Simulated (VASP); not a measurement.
Runs of VASP 6.6.1 on Bi. The structure is that of space group Pm-3m (No. 221), or close to it. The cells are those of the table. This isn't the form of Bi at room conditions, which is rhombohedral.

```tsv
cell	gap on the mesh (eV)	pressure (GPa)
a = 3.210 Å, 1 atom	none	3.2
a = 3.277 Å, 1 atom	none	(b)
a = 3.298 Å, 1 atom	none	(a)
a = 3.341 Å, 1 atom	none	-2.4
a = 3.232 Å, 1 atom	none	2.0
```

Alike in all rows: task single point; level PBE; potentials or basis VASP PAW PBE potentials, release 64 (Bi_d); no spin polarisation; k mesh 17 × 17 × 17; cutoff (eV) 520; smearing fermi-dirac 0.0612256 eV.

Task: Estimate the missing entries.

Result: (a) -1.0; (b) -0.1.

Caveats: spin-orbit coupling is left out, which moves the levels of the heavy elements; the cell stands under pressure (at least some runs).

A k mesh can miss the band edges, and the runs leave out spin-orbit coupling on Bi.

A gap of «none» marks levels without a gap at the run's occupations.
